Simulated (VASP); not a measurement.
Ru, 1 atom in the cell. The structure is cubic, space group Pm-3m (No. 221). The conventional cell has a = 2.446 Å, b = 2.446 Å, c = 2.446 Å, α = 90.00°, β = 90.00°, γ = 90.00°. Ru (site symmetry m-3m) has 6 Ru at 2.45 Å within 3.2 Å. 

```yaml
Program: VASP 6.6.1
Task: relaxation of cell and atoms
Functional: PBEsol
Potentials_or_basis: VASP PAW PBE potentials, release 64 (Ru_pv)
Cutoff: 600 eV
k_mesh: 13 × 13 × 13
Occupations: fermi-dirac, width 0.1 eV
Spin: no spin polarisation
Dipole_correction: no
Further_INCAR_settings: ALGO = Normal; EDIFF = 1e-06; IBRION = 2; EDIFFG = -0.01; NSW = 80; ISIF = 3
```

Potentials or basis: VASP PAW PBE potentials, release 64 (Ru_pv).

Launch:

```console
$ cat potpaw_PBE.64/Ru_pv/POTCAR > POTCAR
$ mpirun -np 1 vasp_std > vasp.out
```

Hardware: 1 thread of Intel Xeon 6975P-C (shared host).

How long does it take, and how much memory?

Run time: 22 s on 1 thread of Intel Xeon 6975P-C, with other jobs on the host, peak memory 0.14 GiB. Counts: scf iterations 31, k points 84, ion steps 4.
